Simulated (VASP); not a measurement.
Wanted: the native input for a VASP 6.6.1 run.

```yaml
Task: relaxation of cell and atoms
Functional: LDA
Potentials_or_basis: VASP PAW LDA potentials, release 64 (Hf_pv, O)
Cutoff: 600 eV
k_mesh: 6 × 6 × 4
Occupations: gaussian, width 0.01 eV
Spin: no spin polarisation
Dipole_correction: no
Further_INCAR_settings: ALGO = Normal; EDIFF = 1e-07; IBRION = 2; EDIFFG = -0.003; NSW = 100; ISIF = 3
```

The structure of HfO2 lies in POSCAR:

```
HfO2
1.0
    3.5961000000      0.0000000000      0.0000000000
    0.0000000000      3.5961000000      0.0000000000
    0.0000000000      0.0000000000      5.1770000000
Hf O
2 4
Direct
    0.0000000000      0.0000000000      0.0000000000
    0.5000000000      0.5000000000      0.5000000000
    0.0000000000      0.5000000000      0.2030000000
    0.0000000000      0.5000000000      0.7030000000
    0.5000000000      0.0000000000      0.2970000000
    0.5000000000      0.0000000000      0.7970000000
```

The input as run:

INCAR

```
SYSTEM = HfO2
PREC     = Accurate       ! precision mode
ENCUT    = 600            ! plane-wave cutoff, eV
EDIFF    = 1E-7           ! SCF threshold, eV
ISMEAR   = 0              ! smearing method
SIGMA    = 0.01           ! smearing width, eV
LREAL    = .FALSE.        ! projectors in reciprocal space
LASPH    = .TRUE.         ! aspherical terms in the spheres
NELM     = 100            ! most SCF steps
ALGO     = Normal         ! electronic algorithm
ISIF     = 3              ! what is computed and relaxed
LWAVE    = .FALSE.        ! write WAVECAR
LCHARG   = .FALSE.        ! write CHGCAR
IBRION   = 2              ! ionic algorithm
NSW      = 100            ! ionic steps
EDIFFG   = -0.003         ! ionic threshold
```

KPOINTS

```
Automatic mesh
0
G
  6 6 4
  0 0 0
```

Potentials or basis: VASP PAW LDA potentials, release 64 (Hf_pv, O).

Command:

```console
$ cat potpaw_LDA.64/Hf_pv/POTCAR potpaw_LDA.64/O/POTCAR > POTCAR
$ mpirun -np 1 vasp_std > vasp.out
```

It gave:

| Property | Result |
| --- | --- |
| Relaxed volume | 10.49 Å³/atom |
| Relaxed cell | a = 3.524 Å, b = 3.524 Å, c = 5.070 Å, α = 90.00°, β = 90.00°, γ = 90.00° |
| Space group after relaxing (to 0.05 Å) | P4_2/nmc (No. 137) |
| Energy gained by relaxing | 30.8 meV/atom |
| Ionic steps | 14 |
| Pressure after relaxing | 0.0 GPa |
| Band gap on the k mesh | 4.51 eV, indirect (least direct gap 4.64 eV) |

Caveat: spin-orbit coupling is left out, which moves the levels of the heavy elements.

It took 7.3 min on 1 thread of Intel Xeon 6975P-C, with other jobs on the host, peak memory 0.22 GiB.
